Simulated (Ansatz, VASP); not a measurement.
# P in VASP and in Ansatz

Contents of INCAR:

```
SYSTEM = P
ALGO = Normal
EDIFF = 1E-6
ENCUT = 520
GGA = PS
ISIF = 2
ISMEAR = 0
LASPH = .TRUE.
LCHARG = .FALSE.
LREAL = .FALSE.
LWAVE = .FALSE.
NBANDS = 18
NELM = 60
PREC = Accurate
SIGMA = 0.05
```

Contents of KPOINTS:

```
k-points
0
G
  8 1 6
  0 0 0
```

File POSCAR:

```
P
1.0
    3.3329836358      0.0000000000      0.0000000000
    0.0000000000     35.3798864548      0.0000000000
    0.0000000000      0.0000000000      4.5626034394
P
4
Direct
    0.0000000000      0.9702614300      0.5921507200
    0.0000000000      0.0297385700      0.4078492800
    0.5000000000      0.0297385700      0.0921507200
    0.5000000000      0.9702614300      0.9078492800
```

Input for Ansatz:

```yaml
crystal:
  lattice:
    - [3.3329836358, 0.0, 0.0]
    - [0.0, 35.3798864548, 0.0]
    - [0.0, 0.0, 4.5626034394]
  atoms:
    - { symbol: P, position: [0.0, 0.97026143, 0.59215072] }
    - { symbol: P, position: [0.0, 0.02973857, 0.40784928] }
    - { symbol: P, position: [0.5, 0.02973857, 0.09215072] }
    - { symbol: P, position: [0.5, 0.97026143, 0.90784928] }
basis:
  ecutwfc: 420
kpoints:
  mp_grid: { grid: [8, 1, 6] }
hamiltonian:
  xc: pbesol
scf:
  occupations: { method: gaussian, width: 0.05 }
output:
  forces: true
  stress: true
  eigenvalues: true
  write_density: true
  write_potential: true
  elf: true
  volumetric_format: npy
```

Change from the starting cell: strain +0.015 along x and y, -0.015 along z, atoms carried along.

Alike in both runs: task single point; functional PBEsol; k mesh 8 × 1 × 6; occupations gaussian, width 0.05 eV; no spin polarisation.

```csv
,VASP,Ansatz
version,VASP 6.6.1,Ansatz 0.2.0
potentials or method,"VASP PAW PBE potentials, release 64 (P), cutoff 520 eV","scalar-relativistic, plane waves, PAW"
valence electrons in the cell,20,20
```

VASP gave:

* gap on the k mesh at the Fermi level (eV): 0.75
* least direct gap on the mesh (eV): 0.75
* rms of the force components (eV/Å): 0.277

Question: Estimate Ansatz's values.

Answer: gap on the k mesh at the Fermi level (eV): 0.74; least direct gap on the mesh (eV): 0.74; rms of the force components (eV/Å): 0.280.

VASP's potentials were made for PBE, not for PBEsol. Atom by atom the forces differ by 0.011 eV/Å (rms over components).
